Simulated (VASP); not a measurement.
Here is a VASP 6.6.1 calculation.

Contents of INCAR:

```
SYSTEM = In2Ge
PREC = Accurate ; ENCUT = 520
EDIFF = 1E-6 ; ISMEAR = 0
SIGMA = 0.1 ; LREAL = .False.
LASPH = .True. ; NELM = 80
ALGO = Fast ; ISIF = 2
LWAVE = .False. ; LCHARG = .True.
GGA = PE ; LELF = .True.
LVHAR = .True. ; NBANDS = 27
```

File KPOINTS:

```
regular mesh
0
Gamma
  18 18 6
  0 0 0
```

POSCAR

```
In2Ge
1.0
    3.3270451190      0.0000000000      0.0000000000
   -1.6635225595      2.8813055926      0.0000000000
    0.0000000000      0.0000000000      7.7464064492
In Ge
2 1
Direct
    0.3333333333      0.6666666667      0.6807161557
    0.6666666667      0.3333333333      0.3192838443
    0.0000000000      0.0000000000      0.0000000000
```

Potentials or basis: VASP PAW PBE potentials, release 64 (In_d, Ge_d).

The run is started by

```console
$ cat potpaw_PBE.64/In_d/POTCAR potpaw_PBE.64/Ge_d/POTCAR > POTCAR
$ mpirun -np 1 vasp_std > vasp.out
```

(1) Predict the pressure.

(2) Predict the band gap on the k mesh.

Answers

(1) -0.1 GPa.

(2) zero (bands 20 and 21 overlap by 7.04 eV).

Caveat: spin-orbit coupling is left out, which moves the levels of the heavy elements.
